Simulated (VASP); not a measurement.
Set up this calculation in VASP 6.6.1, as the native input.

- Task: single point
- Functional: PBE
- Potentials or basis: VASP PAW PBE potentials, release 64 (Ca_sv, B)
- Cutoff: 520 eV
- k mesh: 6 × 6 × 6
- Occupations: gaussian, width 0.1 eV
- Spin: no spin polarisation
- Dipole correction: no
- Further INCAR settings: ALGO = Normal; EDIFF = 1e-07; NBANDS = 23

The structure of CaB6 lies in POSCAR:

```
CaB6
1.0
    4.1479658752      0.0000000000      0.0000000000
    0.0000000000      4.1479658752      0.0000000000
    0.0000000000      0.0000000000      4.1479658752
Ca B
1 6
Direct
    0.5000000000      0.5000000000      0.5000000000
    0.0000000000      0.0000000000      0.2982962817
    0.0000000000      0.0000000000      0.7017037183
    0.2982962817      0.0000000000      0.0000000000
    0.7017037183      0.0000000000      0.0000000000
    0.0000000000      0.2982962817      0.0000000000
    0.0000000000      0.7017037183      0.0000000000
```

The input as run:

INCAR

```
PREC = Accurate ; ENCUT = 520
EDIFF = 1E-7 ; ISMEAR = 0
SIGMA = 0.1 ; LREAL = F
LASPH = T ; NELM = 60
ALGO = Normal ; ISIF = 2
LWAVE = F ; LCHARG = F
GGA = PE ; NBANDS = 23
```

KPOINTS

```
regular mesh
0
Gamma
  6 6 6
```

Potentials or basis: VASP PAW PBE potentials, release 64 (Ca_sv, B).

The run is started by

```console
$ cat potpaw_PBE.64/Ca_sv/POTCAR potpaw_PBE.64/B/POTCAR > POTCAR
$ mpirun -np 1 vasp_std > vasp.out
```

It gave:

```
Pressure               : 0.0 GPa
Largest force          : 0.022 eV/Å
Band gap on the k mesh : 0.11 eV (least direct gap 0.14 eV)
```

It took 26 s on 1 thread of Intel(R) Xeon(R) Platinum 8259CL CPU @ 2.50GHz (Skylake/Cascade Lake), on a shared host, peak memory 0.18 GiB.
